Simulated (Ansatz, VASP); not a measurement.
Ge: VASP beside Ansatz

```xyz
2
Lattice="-0.0576 2.8805 2.7653 2.8805 -0.0576 2.7653 2.8229 2.8229 0.0000" Properties=species:S:1:pos:R:3 pbc="T T T"
Ge    2.8229    2.8229    2.7653
Ge    4.2344    4.2344    4.1480
```

Change from the starting cell: engineering shear strain xy -0.0400, normal strain along z -0.0400.

Alike in both runs: task single point; functional PBE; k mesh 14 × 14 × 14; occupations gaussian, width 0.15 eV; no spin polarisation.

|  | VASP | Ansatz |
| --- | --- | --- |
| version | VASP 6.6.1 | Ansatz 0.2.0 |
| potentials or method | VASP PAW PBE potentials, release 64 (Ge_d), cutoff 520 eV | scalar-relativistic, plane waves, PAW |
| valence electrons in the cell | 28 | 28 |

|  | VASP | Ansatz | Ansatz less VASP |
| --- | --- | --- | --- |
| gap on the k mesh at the Fermi level (eV) | none | none | - |
| pressure (GPa) | 2.8 | 2.9 | +0.04 |
| traceless stress, the component that is largest in VASP (GPa) | 3.22 | 3.22 | +0.002 |
| rms of the force components (eV/Å) | 0.207 | 0.209 | +0.0012 |

Atom by atom the forces differ by 0.001 eV/Å (rms over components). A gap of «none» marks a metal or a gap that the smearing closes.
